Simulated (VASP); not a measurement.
A run of VASP 6.6.1 is set up as follows.

INCAR

```
  PREC = Accurate
  ENCUT = 520
  EDIFF = 1E-7
  ISMEAR = 0
  SIGMA = 0.1
  LREAL = Auto
  LASPH = True
  NELM = 80
  ALGO = Fast
  ISIF = 2
  LWAVE = False
  LCHARG = False
  GGA = PS
  NBANDS = 110
```

File KPOINTS:

```
Automatic mesh
0
Gamma
  6 6 6
```

File POSCAR:

```
AlCu4
1.0
    6.2435652700      0.0000000000      0.0000000000
    0.0000000000      6.2435652700      0.0000000000
    0.0000000000      0.0000000000      6.2435652700
Al Cu
4 16
Direct
    0.4408904100      0.9408904100      0.5591095900
    0.9408904100      0.5591095900      0.4408904100
    0.5591095900      0.4408904100      0.9408904100
    0.0591095900      0.0591095900      0.0591095900
    0.8090787800      0.3090787800      0.1909212200
    0.3090787800      0.1909212200      0.8090787800
    0.1909212200      0.8090787800      0.3090787800
    0.6909212200      0.6909212200      0.6909212200
    0.0487556600      0.8748909500      0.6999647300
    0.3000352700      0.5487556600      0.6251090500
    0.3748909500      0.8000352700      0.9512443400
    0.5487556600      0.6251090500      0.3000352700
    0.8000352700      0.9512443400      0.3748909500
    0.8748909500      0.6999647300      0.0487556600
    0.9512443400      0.3748909500      0.8000352700
    0.6999647300      0.0487556600      0.8748909500
    0.6251090500      0.3000352700      0.5487556600
    0.4512443400      0.1251090500      0.1999647300
    0.1999647300      0.4512443400      0.1251090500
    0.1251090500      0.1999647300      0.4512443400
```

Potentials or basis: VASP PAW PBE potentials, release 64 (Al, Cu).

Command:

```bash
$ cat potpaw_PBE.64/Al/POTCAR potpaw_PBE.64/Cu/POTCAR > POTCAR
$ mpirun -np 1 vasp_std > vasp.out
```

Question: What does it give for the largest force?

Answer: 0.077 eV/Å.

Question: What does it give for the band gap on the k mesh?

Answer: Zero (bands 94 and 95 overlap by 1.01 eV).

Question: Predict the pressure.

Answer: -0.7 GPa.

Forces on the atoms (eV/Å):
```
Al  -0.011 -0.011  0.011
Al  -0.011  0.011 -0.011
Al   0.011 -0.011 -0.011
Al   0.011  0.011  0.011
Cu  -0.045 -0.045  0.045
Cu  -0.045  0.045 -0.045
Cu   0.045 -0.045 -0.045
Cu   0.045  0.045  0.045
Cu  -0.065  0.005  0.025
Cu  -0.025 -0.065 -0.005
Cu   0.005 -0.025  0.065
Cu  -0.065 -0.005 -0.025
Cu  -0.025  0.065  0.005
Cu   0.005  0.025 -0.065
Cu   0.065  0.005 -0.025
Cu   0.025 -0.065  0.005
Cu  -0.005 -0.025 -0.065
Cu   0.065 -0.005  0.025
Cu   0.025  0.065 -0.005
Cu  -0.005  0.025  0.065
```

Caveat: the PAW data sets were made with another functional, which shifts forces and pressure a little.
